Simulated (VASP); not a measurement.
# Si (I4/mmm) in VASP: further runs

The runs below take Si through single point, with PBEsol.

Everything below comes from runs of VASP 6.6.1. Logs are shortened: lines on timing, memory, paths and dates and some standing lists are left out, and cuts for length are marked.

## Step 1: The cell of the first run

Symmetry: I4/mmm, No. 139, tetragonal system. The conventional cell has a = 6.376 Å, b = 6.376 Å, c = 3.833 Å, α = 90.00°, β = 90.00°, γ = 90.00°. Within 3.0 Å of Si (site symmetry m2m) lie 4 Si at 2.28 to 2.31 Å.

## Step 2: Single point, PBEsol (19.48 Å³/atom)

File INCAR:

```
PREC = Accurate ; ENCUT = 520
EDIFF = 1E-6 ; ISMEAR = 0
SIGMA = 0.03 ; LREAL = F
LASPH = T ; NELM = 80
ALGO = Normal ; ISIF = 2
LWAVE = F ; LCHARG = T
GGA = PS ; LELF = T
LVHAR = T ; NBANDS = 16
```

File KPOINTS:

```
Automatic mesh
0
Gamma
  12 12 12
```

File POSCAR:

```
Si
1.0
   -3.1881459082      3.1881459082      1.9167133200
    3.1881459082     -3.1881459082      1.9167133200
    3.1881459082      3.1881459082     -1.9167133200
Si
4
Direct
    0.1787304307      0.1787304307      0.3574608614
    0.8212695693      0.8212695693      0.6425391386
    0.1787304307      0.8212695693      0.0000000000
    0.8212695693      0.1787304307      0.0000000000
```

Potentials or basis: VASP PAW PBE potentials, release 64 (Si).

The run is started by

```bash
cat potpaw_PBE.64/Si/POTCAR > POTCAR
mpirun -np 1 vasp_std > vasp.out
```

OUTCAR:

```text
PREC = Accurate
   ENCUT = 520
   EDIFF = 1E-6
   ISMEAR = 0
   LREAL = F
   LASPH = T
   NELM = 80
   ISIF = 2
   GGA = PS

 ion  position               nearest neighbor table
   1  0.179  0.179  0.357-   3 2.28   4 2.28   2 2.31   2 2.31
   2  0.821  0.821  0.643-   3 2.28   4 2.28   1 2.31   1 2.31
   3  0.179  0.821  0.000-   1 2.28   2 2.28   4 2.31   4 2.31
   4  0.821  0.179  0.000-   1 2.28   2 2.28   3 2.31   3 2.31

  LATTYP: Found a body centered tetragonal cell.
 ALAT       =     6.3762918164
 C/A-ratio  =     0.6012000000

  Lattice vectors:

 A1 = (  -3.1881459082,   3.1881459082,   1.9167133200)
 A2 = (   3.1881459082,  -3.1881459082,   1.9167133200)
 A3 = (   3.1881459082,   3.1881459082,  -1.9167133200)

Analysis of symmetry for initial positions (statically):
=====================================================================
 Subroutine PRICEL returns:
 Original cell was already a primitive cell.

 Routine SETGRP: Setting up the symmetry group for a
 body centered tetragonal supercell.

 Subroutine GETGRP returns: Found 16 space group operations
 (whereof 16 operations were pure point group operations)
 out of a pool of 16 trial point group operations.

The static configuration has the point symmetry D_4h.

Analysis of symmetry for dynamics (positions and initial velocities):
=====================================================================
 Subroutine PRICEL returns:
 Original cell was already a primitive cell.

 Routine SETGRP: Setting up the symmetry group for a
 body centered tetragonal supercell.

 Subroutine GETGRP returns: Found 16 space group operations
 (whereof 16 operations were pure point group operations)
 out of a pool of 16 trial point group operations.

The dynamic configuration has the point symmetry D_4h.

 Subroutine INISYM returns: Found 16 space group operations
 (whereof 16 operations are pure point group operations),
 and found     1 'primitive' translations

----------------------------------------------------------------------------------------

                                     Primitive cell

  volume of cell :      77.9280

  direct lattice vectors                    reciprocal lattice vectors
    -3.188145908  3.188145908  1.916713320     0.000000000  0.156830965  0.260863216
     3.188145908 -3.188145908  1.916713320     0.156830965  0.000000000  0.260863216
     3.188145908  3.188145908 -1.916713320     0.156830965  0.156830965  0.000000000

  length of vectors
     4.899218164  4.899218164  4.899218164     0.304377346  0.304377346  0.221792478

  position of ions in fractional coordinates (direct lattice)
     0.178730431  0.178730431  0.357460861
     0.821269569  0.821269569  0.642539139
     0.178730431  0.821269569  0.000000000
     0.821269569  0.178730431  0.000000000

  ion indices of the primitive-cell ions
   primitive index   ion index
                 1           1
                 2           2
                 3           3
                 4           4

----------------------------------------------------------------------------------------

 KPOINTS: Automatic mesh

Automatic generation of k-mesh.
 Grid dimensions read from file:
 generate k-points for:   12   12   12

 Generating k-lattice:

  Cartesian coordinates                     Fractional coordinates (reciprocal lattice)
     0.000000000  0.013069247  0.021738601     0.083333333  0.000000000 -0.000000000
     0.013069247  0.000000000  0.021738601     0.000000000  0.083333333 -0.000000000
     0.013069247  0.013069247  0.000000000     0.000000000  0.000000000  0.083333333

  Length of vectors
     0.025364779  0.025364779  0.018482706

  Shift w.r.t. Gamma in fractional coordinates (k-lattice)
     0.000000000  0.000000000  0.000000000

 Subroutine IBZKPT returns following result:
 ===========================================

 Found    163 irreducible k-points:

 Following reciprocal coordinates:
            Coordinates               Weight
  0.000000  0.000000  0.000000      1.000000
  0.083333  0.000000 -0.000000      8.000000
  0.166667  0.000000  0.000000      8.000000
  0.250000  0.000000  0.000000      8.000000
  0.333333  0.000000  0.000000      8.000000
  0.416667 -0.000000  0.000000      8.000000
[... 16 lines left out ...]
  0.500000  0.166667  0.000000     16.000000
 -0.416667  0.166667 -0.000000     16.000000
 [... further k-points ...]
   k-points           NKPTS =    163   k-points in BZ     NKDIM =    163   number of bands    NBANDS=     16
   number of dos      NEDOS =    301   number of ions     NIONS =      4
   total plane-waves  NPLWV =  46656
   dimension x,y,z NGX =    36 NGY =   36 NGZ =   36
   dimension x,y,z NGXF=    72 NGYF=   72 NGZF=   72
   ions per type =               4
   NGX,Y,Z   is equivalent  to a cutoff of  12.22, 12.22, 12.22 a.u.
   NGXF,Y,Z  is equivalent  to a cutoff of  24.43, 24.43, 24.43 a.u.
 SYSTEM =  unknown system
   PREC   = accura    normal or accurate (medium, high low for compatibility)
   ISTART =      0    job   : 0-new  1-cont  2-samecut
   ICHARG =      2    charge: 1-file 2-atom 10-const
   ISPIN  =      1    spin polarized calculation?
   LNONCOLLINEAR =      F non collinear calculations
   LSORBIT =      F    spin-orbit coupling
   LASPH  =      T    aspherical Exc in radial PAW
   ENCUT  =  520.0 eV  38.22 Ry    6.18 a.u.   9.11  9.11  9.11*2*pi/ulx,y,z
   NELM   =     80;   NELMIN=  2; NELMDL= -5     # of ELM steps
   EDIFF  = 0.1E-05   stopping-criterion for ELM
   LREAL  =      F    real-space projection
[... 7 lines left out ...]
   TEBEG  =    0.0;   TEEND  =   0.0 temperature during run
   PSTRESS=    0.0 pullay stress
   NELECT =      16.0000    total number of electrons
   NUPDOWN=      -1.0000    fix difference up-down
   EMIN   =  10.00;   EMAX   =-10.00  energy-range for DOS
   EFERMI =   0.00;   METHOD = LEGACY
   ISMEAR =     0;   SIGMA  =   0.03  broadening in eV -4-tet -1-fermi 0-gaus
   EFERMI_NEDOS =   21; number of points for ismear=-14 and -15
   IALGO  =     38    algorithm
   IMIX   =      4    mixing-type and parameters
     AMIX     =   0.40;   BMIX     =  1.00
     AMIX_MAG =   1.60;   BMIX_MAG =  1.00
  volume/ion in A,a.u.               =      19.48       131.47
  Fermi-wavevector in a.u.,A,eV,Ry     =   0.965792  1.825082 12.690894  0.932754
  Thomas-Fermi vector in A             =   2.095539
   LORBIT       =      0    0 simple, 1 ext, 2 COOP (PROOUT), +10 PAW based schemes
   GGA     = PS    functional components
   LHFCALC =     F    Hartree Fock is set to
   AEXX    =    0.0000 exact exchange contribution
   IVDW    =     0    specifies the selected vdW correction
   LEPSILON=     F    determine dielectric tensor
   LRPA    =     F    only Hartree local field effects (RPA)
 non-spin polarized calculation
 Gauss-broadening in eV      SIGMA  =   0.03
  energy-cutoff  :      520.00
  volume of cell :       77.93
 maximum number of plane-waves:      2127
   NGX = 19   NGY = 19   NGZ = 19

 number of electron      16.0000001 magnetization

 Free energy of the ion-electron system (eV)
  ---------------------------------------------------
  ext. energy  EPLUGINS =         0.00000000
  ---------------------------------------------------
  free energy    TOTEN  =       -22.32127567 eV

  energy without entropy =      -22.32117190  energy(sigma->0) =      -22.32122379

 E-fermi :   6.2208     XC(G=0):  -9.5758

 val. band max:        6.1966782528   @ k =  -0.4167   0.5000   0.4167
 cond. band min:       6.2438013823   @ k =  -0.4167   0.4167   0.4167
 fundamental gap:      0.0471231295
 Fermi energy:         6.2207653650

 k-point     1 :       0.0000    0.0000    0.0000
  band No.  band energies     occupation
      1      -6.4170      2.00000
      2      -1.4403      2.00000
      3       0.4924      2.00000
      4       0.4924      2.00000
      5       2.1071      2.00000
      6       4.5280      2.00000
[... 8 lines left out ...]
     15      11.2116      0.00000
     16      13.1869      0.00000

 k-point     2 :       0.0833    0.0000   -0.0000
  band No.  band energies     occupation
      1      -6.3379      2.00000
      2      -1.4912      2.00000
      3       0.3654      2.00000
      4       0.6416      2.00000
      5       2.1979      2.00000
      6       4.0647      2.00000
[... 8 lines left out ...]
     15      10.9261      0.00000
     16      13.5571      0.00000

 k-point     3 :       0.1667    0.0000    0.0000
  band No.  band energies     occupation
      1      -6.1035      2.00000
      2      -1.5807      2.00000
      3       0.0251      2.00000
      4       0.9464      2.00000
      5       2.3657      2.00000
      6       3.1509      2.00000
[... 8 lines left out ...]
     15      11.1870      0.00000
     16      14.4359      0.00000

 k-point     4 :       0.2500    0.0000    0.0000
  band No.  band energies     occupation
      1      -5.7244      2.00000
      2      -1.6203      2.00000
      3      -0.5151      2.00000
      4       1.0125      2.00000
      5       2.2839      2.00000
      6       2.5212      2.00000
[... 8 lines left out ...]
     15      12.3733      0.00000
     16      12.6932      0.00000
[... 324 lines left out ...]
 k-point    22 :       0.4167    0.1667   -0.0000
  band No.  band energies     occupation
      1      -4.3984      2.00000
      2      -2.3872      2.00000
      3      -1.8244      2.00000
      4       0.3365      2.00000
      5       1.4539      2.00000
      6       3.2836      2.00000
[... 8 lines left out ...]
     15      13.2276      0.00000
     16      14.1514      0.00000

 k-point    23 :       0.5000    0.1667    0.0000
  band No.  band energies     occupation
      1      -4.8243      2.00000
      2      -2.5333      2.00000
      3      -1.4067      2.00000
      4       0.8294      2.00000
      5       1.5859      2.00000
      6       3.2308      2.00000
[... 8 lines left out ...]
     15      12.8479      0.00000
     16      13.1745      0.00000

 k-point    24 :      -0.4167    0.1667   -0.0000
  band No.  band energies     occupation
      1      -5.3405      2.00000
      2      -2.6318      2.00000
      3      -0.7644      2.00000
      4       1.3051      2.00000
      5       2.0052      2.00000
      6       3.2551      2.00000
[... 8 lines left out ...]
     15      12.2581      0.00000
     16      12.4857      0.00000

 [... further k-points ...]
[... 5 lines left out ...]
  --------------------------------------------------------------------------------------
  -------------------------------------------------------------------------------------
  Total        5.5491642      5.5491642      1.6030243      0.0000000     -0.0000000      0.0000000
  in kB      114.0892251    114.0892251     32.9577190      0.0000000     -0.0000000      0.0000000
  external PRESSURE =      87.0453897 kB  Pullay stress =       0.0000000 kB

 VOLUME and BASIS-vectors are now :
 -----------------------------------------------------------------------------
  energy-cutoff  :      520.00
  volume of cell :       77.93
      direct lattice vectors                 reciprocal lattice vectors
    -3.188145908  3.188145908  1.916713320     0.000000000  0.156830965  0.260863216
     3.188145908 -3.188145908  1.916713320     0.156830965  0.000000000  0.260863216
     3.188145908  3.188145908 -1.916713320     0.156830965  0.156830965  0.000000000

 POSITION                                       TOTAL-FORCE (eV/Angst)
 -----------------------------------------------------------------------------------
      1.13964      1.13964      0.00000         0.560301      0.560301      0.000000
      2.04851      2.04851      1.91671        -0.560301     -0.560301     -0.000000
      2.04851     -2.04851      1.91671        -0.560301      0.560301     -0.000000
     -2.04851      2.04851      1.91671         0.560301     -0.560301     -0.000000
 -----------------------------------------------------------------------------------
    total drift:                               -0.000000      0.000000      0.000000

  FREE ENERGIE OF THE ION-ELECTRON SYSTEM (eV)
  ---------------------------------------------------
  free  energy   TOTEN  =       -22.3212756656 eV

  energy  without entropy=      -22.3211719049  energy(sigma->0) =      -22.32122379
```

Wall time 3.8 min (1 thread of Intel Xeon Platinum 8375C at 2.90GHz (Ice Lake), shared host); peak memory 0.29 GiB.

What came out:

| Property | Result |
| --- | --- |
| Free energy | -22.3213 eV |
| Pressure | 8.7 GPa |
| Largest force | 0.792 eV/Å |
| Band gap on the k mesh | zero (bands 8 and 9 overlap by 0.22 eV) |

Forces in eV/Å, atoms in the order of the input:
```
Si   0.560  0.560  0.000
Si  -0.560 -0.560  0.000
Si  -0.560  0.560  0.000
Si   0.560 -0.560  0.000
```

Stress tensor (GPa, compression positive):
```
11.41  0.00  0.00
 0.00 11.41  0.00
 0.00  0.00  3.30
```

Caveat: the stress differs along the axes, from 3 to 11 GPa; semilocal functionals underestimate gaps, and a narrow one can read as zero; the PAW data sets were made with another functional, which shifts forces and pressure a little.

## Step 3: Single point, PBEsol (19.48 Å³/atom)

File INCAR:

```
SYSTEM = Si
ALGO = Normal
EDIFF = 1E-6
ENCUT = 520
GGA = PS
ISIF = 2
ISMEAR = 0
LASPH = .TRUE.
LCHARG = .FALSE.
LREAL = .FALSE.
LWAVE = .FALSE.
NBANDS = 16
NELM = 100
PREC = Accurate
SIGMA = 0.03
```

File KPOINTS:

```
k-points
0
G
  12 12 12
  0 0 0
```

File POSCAR:

```
Si
1.0
   -3.1038903664      3.1038903664      2.0221845737
    3.1038903664     -3.1038903664      2.0221845737
    3.1038903664      3.1038903664     -2.0221845737
Si
4
Direct
    0.1787304307      0.1787304307      0.3574608614
    0.8212695693      0.8212695693      0.6425391386
    0.1787304307      0.8212695693      0.0000000000
    0.8212695693      0.1787304307      0.0000000000
```

Potentials or basis: VASP PAW PBE potentials, release 64 (Si).

The run is started by

```bash
cat potpaw_PBE.64/Si/POTCAR > POTCAR
mpirun -np 1 vasp_std > vasp.out
```

Run time: 3.6 min. Hardware: 1 thread of Intel Xeon Platinum 8375C at 2.90GHz (Ice Lake), shared host; peak memory 0.28 GiB.

Results (log left out):

- Free energy: -21.9045 eV
- Pressure: 9.5 GPa
- Largest force: 2.255 eV/Å
- Band gap on the k mesh: zero (bands 8 and 9 overlap by 0.58 eV)

Forces in eV/Å, atoms in the order of the input:
```
Si   1.594  1.594  0.000
Si  -1.594 -1.594  0.000
Si  -1.594  1.594  0.000
Si   1.594 -1.594  0.000
```

Stress tensor (GPa, compression positive):
```
17.42  0.00  0.00
 0.00 17.42  0.00
 0.00  0.00 -6.23
```

Levels at points of the mesh, in eV from the Fermi level:
| k point | band 4 | band 5 | band 6 | band 7 | band 8 | band 9 | band 10 | band 11 | band 12 | band 13 |
| --- | --- | --- | --- | --- | --- | --- | --- | --- | --- | --- |
| (0.00, 0.00, 0.00) | -5.58 | -4.08 | -1.83 | -1.83 | -0.74 | 0.47 | 1.44 | 1.44 | 3.14 | 3.14 |
| (0.50, 0.00, 0.00) | -5.73 | -4.54 | -3.66 | -2.52 | -0.81 | 1.03 | 3.25 | 3.41 | 3.74 | 5.28 |
| (0.50, 0.50, 0.00) | -4.93 | -2.72 | -2.67 | -2.09 | -1.23 | 0.91 | 1.28 | 2.26 | 4.23 | 4.87 |
| (0.50, 0.50, 0.50) | -5.33 | -3.86 | -0.76 | -0.04 | 0.40 | 0.40 | 3.35 | 4.15 | 4.15 | 4.81 |

Caveat: the stress differs along the axes, from -6 to 17 GPa; semilocal functionals underestimate gaps, and a narrow one can read as zero; the PAW data sets were made with another functional, which shifts forces and pressure a little.

The gap in the log of VASP goes by the Fermi energy; the results here count the filled bands.